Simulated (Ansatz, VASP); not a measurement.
## One calculation of Ga3Sb2As, two programs

```
Ga Sb As
1.0
     4.29057    0.00000    0.00000
    -2.14529    3.71575    0.00000
     0.00000    0.00000   10.50206
Ga Sb As
3 2 1
Cartesian
  0.0000 0.0000 10.3726
  0.0000 2.4772 7.1307
  2.1453 1.2386 3.5076
  2.1453 1.2386 6.1859
  0.0000 0.0000 2.5653
  0.0000 2.4772 9.6205
```

Alike in both runs: functional PBE; k mesh 12 × 12 × 4; occupations gaussian, width 0.1 eV; no spin polarisation.

Ansatz relaxed the structure, and its values are those at the end. VASP's run is a single point on that final structure, the one shown.

|  | VASP | Ansatz |
| --- | --- | --- |
| version | VASP 6.6.1 | Ansatz 0.2.0 |
| potentials or method | VASP PAW PBE potentials, release 64 (Ga_d, Sb, As), cutoff 520 eV | scalar-relativistic, plane waves, PAW |
| valence electrons in the cell | 54 | 84 |

|  | VASP | Ansatz | Ansatz less VASP |
| --- | --- | --- | --- |
| gap on the k mesh at the Fermi level (eV) | none | none | - |
| pressure (GPa) | 0.1 | 0.0 | -0.09 |
| rms of the force components (eV/Å) | 0.004 | 0.002 | -0.0014 |

A gap of «none» marks a metal or a gap that the smearing closes. The functional is the same, so the differences come from potentials, cutoffs and numerics. VASP's potentials hold 54 valence electrons a cell and Ansatz's 84, so a difference there can come from the potentials and not from the codes.

Neither program's run includes spin-orbit coupling.
